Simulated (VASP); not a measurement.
# Ru (P6_3/mmc) in VASP: a series of runs

Runs on Ru. Level: r2SCAN. Tasks: single point.

Everything below comes from runs of VASP 6.6.1. Logs are shortened: lines on timing, memory, paths and dates and some standing lists are left out, and cuts for length are marked.

### 1 The cell of the first run

It takes space group P6_3/mmc (No. 194, hexagonal). The conventional cell has a = 2.699 Å, b = 2.699 Å, c = 4.252 Å, α = 90.00°, β = 90.00°, γ = 120.00°. Within 3.5 Å of Ru (site symmetry -6m2) lie 12 Ru at 2.64 to 2.70 Å.

### 2 Single point, r2SCAN

POSCAR

```
Ru
1.0
    2.6991963115      0.0000000000      0.0000000000
   -1.3495981557      2.3375725755      0.0000000000
    0.0000000000      0.0000000000      4.2524777609
Ru
2
Direct
    0.3333333333      0.6666666667      0.2500000000
    0.6666666667      0.3333333333      0.7500000000
```

INCAR.step1

```
PREC     = Accurate       # precision mode
ENCUT    = 550            # plane-wave cutoff, eV
ISMEAR   = -1             # smearing method
SIGMA    = 0.05           # smearing width, eV
LREAL    = False          # projectors in reciprocal space
LASPH    = True           # aspherical terms in the spheres
NELM     = 120            # most SCF steps
NBANDS   = 21             # bands
GGA      = PE             # functional
ALGO     = Normal         # electronic algorithm
EDIFF    = 1E-5           # SCF threshold, eV
LWAVE    = True           # write WAVECAR
LCHARG   = False          # write CHGCAR
GGA_COMPAT= False
```

INCAR.step2

```
PREC     = Accurate       # precision mode
ENCUT    = 550            # plane-wave cutoff, eV
EDIFF    = 1E-6           # SCF threshold, eV
ISMEAR   = -1             # smearing method
SIGMA    = 0.05           # smearing width, eV
LREAL    = False          # projectors in reciprocal space
LASPH    = True           # aspherical terms in the spheres
NELM     = 120            # most SCF steps
ALGO     = Normal         # electronic algorithm
ISIF     = 2              # what is computed and relaxed
LWAVE    = False          # write WAVECAR
LCHARG   = True           # write CHGCAR
METAGGA  = R2SCAN         # meta-GGA
LMIXTAU  = True         
LELF     = True           # ELF
LVHAR    = True         
NBANDS   = 21             # bands
ISTART   = 1            
GGA_COMPAT= False
```

KPOINTS

```
regular mesh
0
Gamma
  20 20 12
```

Potentials or basis: VASP PAW PBE potentials, release 64 (Ru_pv).

Started as:

```sh
> cat potpaw_PBE.64/Ru_pv/POTCAR > POTCAR
> cp INCAR.step1 INCAR
> mpirun -np 1 vasp_std > vasp.out
> cp INCAR.step2 INCAR
> mpirun -np 1 vasp_std > vasp.out
```

OUTCAR:

```text
PREC = Accurate
   ENCUT = 550
   EDIFF = 1E-6
   ISMEAR = -1
   LREAL = False
   LASPH = True
   NELM = 120
   ISIF = 2
   METAGGA = R2SCAN
   ISTART = 1

 ion  position               nearest neighbor table
   1  0.333  0.667  0.250-   2 2.64   2 2.64   2 2.64   2 2.64   2 2.64   2 2.64
   2  0.667  0.333  0.750-   1 2.64   1 2.64   1 2.64   1 2.64   1 2.64   1 2.64

  LATTYP: Found a hexagonal cell.
 ALAT       =     2.6991963115
 C/A-ratio  =     1.5754607187

  Lattice vectors:

 A1 = (   2.6991963115,   0.0000000000,   0.0000000000)
 A2 = (  -1.3495981557,   2.3375725755,   0.0000000000)
 A3 = (   0.0000000000,   0.0000000000,   4.2524777609)

Analysis of symmetry for initial positions (statically):
=====================================================================
 Subroutine PRICEL returns:
 Original cell was already a primitive cell.

 Routine SETGRP: Setting up the symmetry group for a
 hexagonal supercell.

 Subroutine GETGRP returns: Found 24 space group operations
 (whereof 12 operations were pure point group operations)
 out of a pool of 24 trial point group operations.

The static configuration has the point symmetry D_3d.
 The point group associated with its full space group is D_6h.

Analysis of symmetry for dynamics (positions and initial velocities):
=====================================================================
 Subroutine PRICEL returns:
 Original cell was already a primitive cell.

 Routine SETGRP: Setting up the symmetry group for a
 hexagonal supercell.

 Subroutine GETGRP returns: Found 24 space group operations
 (whereof 12 operations were pure point group operations)
 out of a pool of 24 trial point group operations.

The dynamic configuration has the point symmetry D_3d.
 The point group associated with its full space group is D_6h.

 Subroutine INISYM returns: Found 24 space group operations
 (whereof 12 operations are pure point group operations),
 and found     1 'primitive' translations

----------------------------------------------------------------------------------------

                                     Primitive cell
[... 75 lines left out ...]
   total plane-waves  NPLWV =  20736
   dimension x,y,z NGX =    24 NGY =   24 NGZ =   36
   dimension x,y,z NGXF=    48 NGYF=   48 NGZF=   72
   ions per type =               2
   NGX,Y,Z   is equivalent  to a cutoff of  14.78, 14.78, 14.07 a.u.
   NGXF,Y,Z  is equivalent  to a cutoff of  29.56, 29.56, 28.15 a.u.
 SYSTEM =  unknown system
   PREC   = accura    normal or accurate (medium, high low for compatibility)
   ISTART =      1    job   : 0-new  1-cont  2-samecut
   ICHARG =      0    charge: 1-file 2-atom 10-const
   ISPIN  =      1    spin polarized calculation?
   LNONCOLLINEAR =      F non collinear calculations
   LSORBIT =      F    spin-orbit coupling
   LASPH  =      T    aspherical Exc in radial PAW
   ENCUT  =  550.0 eV  40.42 Ry    6.36 a.u.   5.16  5.16  8.13*2*pi/ulx,y,z
   NELM   =    120;   NELMIN=  2; NELMDL=  0     # of ELM steps
   EDIFF  = 0.1E-05   stopping-criterion for ELM
   LREAL  =      F    real-space projection
   EDIFFG = 0.1E-04   stopping-criterion for IOM
   NSW    =      0    number of steps for IOM
   IBRION =     -1    ionic relax: 0-MD 1-quasi-New 2-CG
   NFREE  =      0    steps in history (QN), initial steepest desc. (CG)
   ISIF   =      2    stress and relaxation
   ISYM   =      2    0-nonsym 1-usesym 2-fastsym
   POTIM  = 0.5000    time-step for ionic-motion
   TEBEG  =    0.0;   TEEND  =   0.0 temperature during run
   PSTRESS=    0.0 pullay stress
   NELECT =      28.0000    total number of electrons
   NUPDOWN=      -1.0000    fix difference up-down
   EMIN   =  10.00;   EMAX   =-10.00  energy-range for DOS
   EFERMI =   0.00;   METHOD = LEGACY
   ISMEAR =    -1;   SIGMA  =   0.05  broadening in eV -4-tet -1-fermi 0-gaus
   EFERMI_NEDOS =   21; number of points for ismear=-14 and -15
   IALGO  =     38    algorithm
   IMIX   =      4    mixing-type and parameters
     AMIX     =   0.40;   BMIX     =  1.00
     AMIX_MAG =   1.60;   BMIX_MAG =  1.00
  volume/ion in A,a.u.               =      13.42        90.53
  Fermi-wavevector in a.u.,A,eV,Ry     =   1.660531  3.137948 37.516200  2.757363
  Thomas-Fermi vector in A             =   2.747751
   LORBIT       =      0    0 simple, 1 ext, 2 COOP (PROOUT), +10 PAW based schemes
   METAGGA = R2SCAN    functional components
   LHFCALC =     F    Hartree Fock is set to
   AEXX    =    0.0000 exact exchange contribution
   IVDW    =     0    specifies the selected vdW correction
   LEPSILON=     F    determine dielectric tensor
   LRPA    =     F    only Hartree local field effects (RPA)
 non-spin polarized calculation
  energy-cutoff  :      550.00
  volume of cell :       26.83
 maximum number of plane-waves:       798
 NGX is ok and might be reduce to    24
   NGX = 11   NGY = 11   NGZ = 17

 number of electron      27.9999998 magnetization

 Free energy of the ion-electron system (eV)
  ---------------------------------------------------
  ext. energy  EPLUGINS =         0.00000000
  ---------------------------------------------------
  free energy    TOTEN  =       -50.85976208 eV

  energy without entropy =      -50.84678302  energy(sigma->0) =      -50.85327255

 E-fermi :  12.9902     XC(G=0): -15.4942

 val. band max:       12.9717162028   @ k =   0.3000   0.1500   0.2500
 cond. band min:      12.9945749739   @ k =   0.3000   0.0000   0.2500
 fundamental gap:      0.0228587711
 Fermi energy:        12.9902346597

 k-point     1 :       0.0000    0.0000    0.0000
  band No.  band energies     occupation
      1     -32.1955      2.00000
      2     -31.1530      2.00000
      3     -31.1530      2.00000
      4     -30.9589      2.00000
      5     -30.9589      2.00000
      6     -30.9017      2.00000
[... 565 lines left out ...]
     20      22.5510      0.00000
     21      23.5820      0.00000

 [... further k-points ...]
[... 5 lines left out ...]
  --------------------------------------------------------------------------------------
  -------------------------------------------------------------------------------------
  Total        0.5849849      0.5849849      0.6125186      0.0000000      0.0000000      0.0000000
  in kB       34.9312072     34.9312072     36.5753272      0.0000000      0.0000000      0.0000000
  external PRESSURE =      35.4792472 kB  Pullay stress =       0.0000000 kB

 VOLUME and BASIS-vectors are now :
 -----------------------------------------------------------------------------
  energy-cutoff  :      550.00
  volume of cell :       26.83
      direct lattice vectors                 reciprocal lattice vectors
     2.699196312  0.000000000  0.000000000     0.370480649  0.213897102  0.000000000
    -1.349598156  2.337572575  0.000000000     0.000000000  0.427794204  0.000000000
     0.000000000  0.000000000  4.252477761     0.000000000  0.000000000  0.235157021

 POSITION                                       TOTAL-FORCE (eV/Angst)
 -----------------------------------------------------------------------------------
     -0.00000      1.55838      1.06312         0.000000      0.000000      0.000000
      1.34960      0.77919      3.18936        -0.000000     -0.000000      0.000000
 -----------------------------------------------------------------------------------
    total drift:                               -0.000000      0.000000     -0.000000

  FREE ENERGIE OF THE ION-ELECTRON SYSTEM (eV)
  ---------------------------------------------------
  free  energy   TOTEN  =       -50.8597620770 eV

  energy  without entropy=      -50.8467830183  energy(sigma->0) =      -50.85327255
```

OSZICAR.step1:

```text
N       E                     dE             d eps       ncg     rms          rms(c)
DAV:   1     0.297169129838E+03    0.29717E+03   -0.18107E+04 12960   0.155E+03
DAV:   2    -0.136778444293E+02   -0.31085E+03   -0.30135E+03 13251   0.455E+02
DAV:   3    -0.197450933241E+02   -0.60672E+01   -0.60334E+01 15131   0.710E+01
DAV:   4    -0.197895971404E+02   -0.44504E-01   -0.44432E-01 16177   0.585E+00
DAV:   5    -0.197901757840E+02   -0.57864E-03   -0.57474E-03 14666   0.595E-01    0.183E+01
DAV:   6    -0.185441736553E+02    0.12460E+01   -0.28092E+00 14856   0.163E+01    0.506E+00
DAV:   7    -0.184647809944E+02    0.79393E-01   -0.43315E-01 14921   0.494E+00    0.108E+00
DAV:   8    -0.184571488617E+02    0.76321E-02   -0.17101E-02 14101   0.111E+00    0.319E-01
DAV:   9    -0.184568504351E+02    0.29843E-03   -0.67184E-04 14861   0.277E-01    0.345E-02
DAV:  10    -0.184568599984E+02   -0.95633E-05   -0.45734E-05 14111   0.702E-02
   1 F= -.18456860E+02 E0= -.18450084E+02  d E =-.135527E-01
```

Run time: 5.2 min. Hardware: 1 thread of Intel Xeon Platinum 8488C (Sapphire Rapids), shared host; peak memory 0.27 GiB.

Results:

| Item | Value |
| --- | --- |
| Free energy | -50.8598 eV |
| Pressure | 3.5 GPa |
| Band gap on the k mesh | zero (bands 14 and 15 overlap by 3.44 eV) |

Stress tensor (GPa, compression positive):
```
3.49 0.00 0.00
0.00 3.49 0.00
0.00 0.00 3.66
```

Levels at points of the mesh, in eV from the Fermi level:
```
           k point  band 10  band 11  band 12  band 13  band 14  band 15  band 16  band 17  band 18  band 19
(0.00, 0.00, 0.00)    -2.80    -2.56    -2.07    -2.07    -1.57    -1.57     1.21     1.21     1.38     8.36
(0.50, 0.00, 0.00)    -3.28    -2.23    -1.95    -1.62     1.44     1.89     2.00     4.25     6.45     8.36
(0.00, 0.00, 0.50)    -2.99    -2.99    -2.99    -2.88    -2.88     0.53     0.53     0.53     0.53     8.36
(0.50, 0.00, 0.50)    -4.85    -1.19    -1.19     0.43     0.43     1.71     1.71     3.54     3.54     8.36
```

Caveat: the cell stands under pressure; the PAW data sets were made with another functional, which shifts forces and pressure a little.

### 3 Single point, r2SCAN

This run uses another cell than the first one, of 13.45 Å³/atom.

POSCAR

```
Ru
1.0
    2.7018719364      0.0000000000      0.0000000000
   -1.3509359682      2.3398897347      0.0000000000
    0.0000000000      0.0000000000      4.2561134271
Ru
2
Direct
    0.3333333333      0.6666666667      0.2500000000
    0.6666666667      0.3333333333      0.7500000000
```

INCAR.step1

```
SYSTEM = Ru
PREC = Accurate
ENCUT = 550
ISMEAR = -1
SIGMA = 0.05
LREAL = .FALSE.
LASPH = .TRUE.
NELM = 120
NBANDS = 21
GGA = PE
ALGO = Normal
EDIFF = 1E-5
LWAVE = .TRUE.
LCHARG = .FALSE.
GGA_COMPAT = .FALSE.
```

INCAR.step2

```
SYSTEM = Ru
PREC = Accurate
ENCUT = 550
EDIFF = 1E-6
ISMEAR = -1
SIGMA = 0.05
LREAL = .FALSE.
LASPH = .TRUE.
NELM = 120
ALGO = Normal
ISIF = 2
LWAVE = .FALSE.
LCHARG = .FALSE.
METAGGA = R2SCAN
LMIXTAU = .TRUE.
NBANDS = 21
ISTART = 1
GGA_COMPAT = .FALSE.
```

KPOINTS

```
Automatic mesh
0
G
  20 20 12
  0 0 0
```

Potentials or basis: VASP PAW PBE potentials, release 64 (Ru_pv).

Started as:

```sh
> cat potpaw_PBE.64/Ru_pv/POTCAR > POTCAR
> cp INCAR.step1 INCAR
> mpirun -np 1 vasp_std > vasp.out
> cp INCAR.step2 INCAR
> mpirun -np 1 vasp_std > vasp.out
```

It took 5.4 min on 1 thread of Intel Xeon Platinum 8488C (Sapphire Rapids), shared host; peak memory 0.27 GiB.

It converged, with:

```yaml
Free_energy: -50.8613 eV
Pressure: 2.5 GPa
Band_gap_on_the_k_mesh: zero (bands 14 and 15 overlap by 3.43 eV)
```

Stress tensor (GPa, compression positive):
```
2.49 0.00 0.00
0.00 2.49 0.00
0.00 0.00 2.66
```

Levels at points of the mesh, in eV from the Fermi level:
| k point | band 12 | band 13 | band 14 | band 15 | band 16 | band 17 |
| --- | --- | --- | --- | --- | --- | --- |
| (0.00, 0.00, 0.00) | -2.06 | -2.06 | -1.56 | -1.56 | 1.20 | 1.20 |
| (0.50, 0.00, 0.00) | -1.95 | -1.62 | 1.43 | 1.88 | 1.99 | 4.23 |
| (0.00, 0.00, 0.50) | -2.98 | -2.87 | -2.87 | 0.53 | 0.53 | 0.53 |
| (0.50, 0.00, 0.50) | -1.18 | 0.43 | 0.43 | 1.71 | 1.71 | 3.53 |

Caveat: the PAW data sets were made with another functional, which shifts forces and pressure a little.

### 4 Single point, r2SCAN

This run uses another cell than the first one, of 13.49 Å³/atom.

POSCAR

```
Ru
1.0
    2.7046268933      0.0000000000      0.0000000000
   -1.3523134467      2.3422755974      0.0000000000
    0.0000000000      0.0000000000      4.2598793092
Ru
2
Direct
    0.3333333333      0.6666666667      0.2500000000
    0.6666666667      0.3333333333      0.7500000000
```

INCAR.step1

```
SYSTEM = Ru
ALGO = Normal
EDIFF = 1E-5
ENCUT = 550
GGA = PE
GGA_COMPAT = .FALSE.
ISMEAR = -1
LASPH = .TRUE.
LCHARG = .FALSE.
LREAL = .FALSE.
LWAVE = .TRUE.
NBANDS = 21
NELM = 120
PREC = Accurate
SIGMA = 0.05
```

INCAR.step2

```
SYSTEM = Ru
ALGO = Normal
EDIFF = 1E-6
ENCUT = 550
GGA_COMPAT = .FALSE.
ISIF = 2
ISMEAR = -1
ISTART = 1
LASPH = .TRUE.
LCHARG = .FALSE.
LMIXTAU = .TRUE.
LREAL = .FALSE.
LWAVE = .FALSE.
METAGGA = R2SCAN
NBANDS = 21
NELM = 120
PREC = Accurate
SIGMA = 0.05
```

KPOINTS

```
k-points
0
G
  20 20 12
  0 0 0
```

Started as:

```sh
> cat potpaw_PBE.64/Ru_pv/POTCAR > POTCAR
> cp INCAR.step1 INCAR
> mpirun -np 1 vasp_std > vasp.out
> cp INCAR.step2 INCAR
> mpirun -np 1 vasp_std > vasp.out
```

Wall time 5.1 min (1 thread of Intel Xeon Platinum 8488C (Sapphire Rapids), shared host); peak memory 0.27 GiB.

The run converged. Its results:

```yaml
Free_energy: -50.8623 eV
Pressure: 1.5 GPa
Band_gap_on_the_k_mesh: zero (bands 14 and 15 overlap by 3.41 eV)
```

Stress tensor (GPa, compression positive):
```
1.47 0.00 0.00
0.00 1.47 0.00
0.00 0.00 1.64
```

Levels at points of the mesh, in eV from the Fermi level:
| k point | band 10 | band 11 | band 12 | band 13 | band 14 | band 15 | band 16 | band 17 | band 18 | band 19 |
| --- | --- | --- | --- | --- | --- | --- | --- | --- | --- | --- |
| (0.00, 0.00, 0.00) | -2.78 | -2.54 | -2.05 | -2.05 | -1.55 | -1.55 | 1.20 | 1.20 | 1.37 | 8.36 |
| (0.50, 0.00, 0.00) | -3.26 | -2.21 | -1.94 | -1.61 | 1.42 | 1.87 | 1.98 | 4.22 | 6.40 | 8.36 |
| (0.00, 0.00, 0.50) | -2.97 | -2.97 | -2.97 | -2.86 | -2.86 | 0.53 | 0.53 | 0.53 | 0.53 | 8.36 |
| (0.50, 0.00, 0.50) | -4.81 | -1.18 | -1.18 | 0.42 | 0.42 | 1.70 | 1.70 | 3.52 | 3.52 | 8.36 |

Caveat: the PAW data sets were made with another functional, which shifts forces and pressure a little.

### 5 Summary

```tsv
cell	gap on the mesh (eV)	pressure (GPa)
a = 2.699, b = 2.699, c = 4.252 Å, angles 90.0, 90.0, 120.0°, 2 atoms	none	3.5
a = 2.702, b = 2.702, c = 4.256 Å, angles 90.0, 90.0, 120.0°, 2 atoms	none	2.5
a = 2.705, b = 2.705, c = 4.260 Å, angles 90.0, 90.0, 120.0°, 2 atoms	none	1.5
```

Alike in all rows: task single point; level r2SCAN; potentials or basis VASP PAW PBE potentials, release 64 (Ru_pv); no spin polarisation; k mesh 20 × 20 × 12; cutoff (eV) 550; smearing fermi-dirac 0.05 eV.

Caveats: the PAW data sets were made with another functional, which shifts forces and pressure a little; the cell stands under pressure (at least some runs).

Absolute energies hang on the potentials; compare differences alone.
